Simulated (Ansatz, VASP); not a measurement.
# One calculation of SiF, two programs

```
Si F
1.0
     4.02982    0.00000    0.00000
    -2.01491    3.48993    0.00000
     0.00000    0.00000    8.02573
Si F
4 4
Direct
  0.66667 0.33333 0.09437
  0.66667 0.33333 0.40563
  0.33333 0.66667 0.59437
  0.33333 0.66667 0.90563
  0.00000 0.00000 0.00000
  0.33333 0.66667 0.25000
  0.00000 0.00000 0.50000
  0.66667 0.33333 0.75000
```

Alike in both runs: functional PBE; k mesh 6 × 6 × 2; occupations gaussian, width 0.1 eV; no spin polarisation.

Ansatz relaxed the structure, and its values are those at the end. VASP's run is a single point on that final structure, the one shown.

|  | VASP | Ansatz |
| --- | --- | --- |
| version | VASP 6.6.1 | Ansatz 0.2.0 |
| potentials or method | VASP PAW PBE potentials, release 64 (Si, F), cutoff 520 eV | scalar-relativistic, plane waves, PAW |
| valence electrons in the cell | 44 | 44 |

|  | VASP | Ansatz | Ansatz less VASP |
| --- | --- | --- | --- |
| gap on the k mesh at the Fermi level (eV) | none | none | - |
| pressure (GPa) | -0.1 | 0.1 | +0.20 |
| rms of the force components (eV/Å) | 0.005 | 0.006 | +0.0016 |

A gap of «none» marks a metal or a gap that the smearing closes. With one functional, cell and mesh, what is left measures potentials, basis and numerics.

The k mesh is coarse, so the values compare programs but aren't converged.
